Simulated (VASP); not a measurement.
La16HO24 (a cell with a defect), 41 atoms in the cell. The cell holds a defect, 41 atoms: a = 7.881 Å, b = 7.881 Å, c = 12.376 Å, α = 90.00°, β = 90.00°, γ = 120.00°. 

```yaml
Program: VASP 6.6.1
Task: single point
Functional: PBE
Potentials_or_basis: VASP PAW PBE potentials, release 64 (La, O, H)
Cutoff: 520 eV
k_mesh: 1 × 1 × 1
Occupations: fermi-dirac, width 0.01 eV
Spin: no spin polarisation
Dipole_correction: no
Charge: -1
Further_INCAR_settings: LREAL = Auto; ALGO = Normal; EDIFF = 1e-06; NBANDS = 186; NELECT = 322.0
```

Potentials or basis: VASP PAW PBE potentials, release 64 (La, O, H).

Run with:

```console
$ cat potpaw_PBE.64/La/POTCAR potpaw_PBE.64/O/POTCAR potpaw_PBE.64/H/POTCAR > POTCAR
$ mpirun -np 1 vasp_gam > vasp.out
```

Hardware: 1 thread of Intel Xeon 8259CL, with other jobs on the host.

Task: Estimate the wall time of this run.

Result: It took 13 min on 1 thread of Intel Xeon 8259CL (shared host), peak memory 0.74 GiB. Counts: scf iterations 22, k points 1.
